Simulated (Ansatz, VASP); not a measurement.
# ZnS in VASP and in Ansatz

```
Zn S
1.0
     0.05409    2.73170    2.73170
     2.73170    0.05409    2.73170
     2.73170    2.73170    0.05409
Zn S
1 1
Direct
  0.00000 0.00000 0.00000
  0.75000 0.75000 0.75000
```

Change from the starting cell: equal xy, yz and zx shear strains of +2 %.

Alike in both runs: task single point; functional PBE; k mesh 8 × 8 × 8; occupations fermi-dirac, width 0.01 eV; no spin polarisation.

|  | VASP | Ansatz |
| --- | --- | --- |
| version | VASP 6.6.1 | Ansatz 0.2.0 |
| potentials or method | VASP PAW PBE potentials, release 64 (Zn, S), cutoff 520 eV | all-electron LAPW, scalar-relativistic |

```csv
,VASP,Ansatz,Ansatz less VASP
gap on the k mesh at the Fermi level (eV),2.05,2.05,-0.001
pressure (GPa),1.7,1.5,-0.15
"traceless stress, the component that is largest in VASP (GPa)",-1.32,-1.31,+0.012
rms of the force components (eV/Å),0.099,0.097,-0.0020
```

Atom by atom the forces differ by 0.002 eV/Å (rms over components). Ansatz ran all-electron here, and VASP with PAW potentials.
